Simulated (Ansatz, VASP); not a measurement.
## One calculation of Au, two programs

```
CELL_PARAMETERS angstrom
0.00000 2.04146 2.04146
2.04146 0.00000 2.04146
2.04146 2.04146 0.00000
ATOMIC_POSITIONS crystal
Au 0.00000 0.00000 0.00000
```

Alike in both runs: functional PBEsol; k mesh 24 × 24 × 24; occupations fermi-dirac, width 0.08 eV; no spin polarisation.

Ansatz relaxed the structure, and its values are those at the end. VASP's run is a single point on that final structure, the one shown.

|  | VASP | Ansatz |
| --- | --- | --- |
| version | VASP 6.6.1 | Ansatz 0.2.0 |
| potentials or method | VASP PAW PBE potentials, release 64 (Au) | PAW with Ansatz's default frozen-core files, scalar-relativistic |
| plane-wave cutoff (eV) | 520 | 420 |
| valence electrons in the cell | 11 | 19 |

|  | VASP | Ansatz | Ansatz less VASP |
| --- | --- | --- | --- |
| pressure (GPa) | -0.3 | 0.0 | +0.29 |

VASP's potentials were made for PBE, not for PBEsol. VASP's potentials hold 11 valence electrons a cell and Ansatz's 19, so a difference there can come from the potentials and not from the codes.

Spin-orbit coupling is off throughout.
